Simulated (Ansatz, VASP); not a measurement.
One calculation of H, two programs

```xyz
2
Lattice="13.0000 0.0000 0.0000 0.0000 13.3000 0.0000 0.0000 0.0000 13.6000" Properties=species:S:1:pos:R:3 pbc="T T T"
H     6.1209    6.6500    6.8000
H     6.8791    6.6500    6.8000
```

Alike in both runs: functional PBEsol; k mesh 1 × 1 × 1; occupations gaussian, width 0.01 eV; no spin polarisation.

Ansatz relaxed the structure, and its values are those at the end. VASP's run is a single point on that final structure, the one shown.

|  | VASP | Ansatz |
| --- | --- | --- |
| version | VASP 6.6.1 | Ansatz 0.2.0 |
| potentials or method | VASP PAW PBE potentials, release 64 (H), cutoff 520 eV | scalar-relativistic, plane waves, PAW |
| valence electrons in the cell | 2 | 2 |

```csv
,VASP,Ansatz,Ansatz less VASP
gap on the k mesh at the Fermi level (eV),10.05,10.05,-0.001
```

VASP's potentials were made for PBE, not for PBEsol. The functional is the same, so the differences come from potentials, cutoffs and numerics. Ansatz's warnings: stress scf threshold loose.
